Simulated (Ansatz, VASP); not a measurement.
Two plane-wave programs on Si3Ge

```
Si Ge
1.0
     3.91199    0.00000    0.00000
     0.00000    3.91199    0.00000
     0.00000    0.00000    5.53163
Si Ge
3 1
Direct
  0.50000 0.50000 0.50000
  0.50000 0.00000 0.74414
  0.00000 0.50000 0.25586
  0.00000 0.00000 0.00000
```

Alike in both runs: functional PBE; k mesh 10 × 10 × 8; occupations gaussian, width 0.02 eV; no spin polarisation.

Ansatz relaxed the structure, and its values are those at the end. VASP's run is a single point on that final structure, the one shown.

```csv
,VASP,Ansatz
version,VASP 6.6.1,Ansatz 0.2.0
potentials or method,"VASP PAW PBE potentials, release 64 (Si, Ge_d), cutoff 520 eV","scalar-relativistic, plane waves, PAW"
valence electrons in the cell,26,26
```

```tsv
	VASP	Ansatz	Ansatz less VASP
gap on the k mesh at the Fermi level (eV)	0.38	0.38	-0.002
least direct gap on the mesh (eV)	0.68	0.68	-0.003
pressure (GPa)	-0.1	0.0	+0.09
```
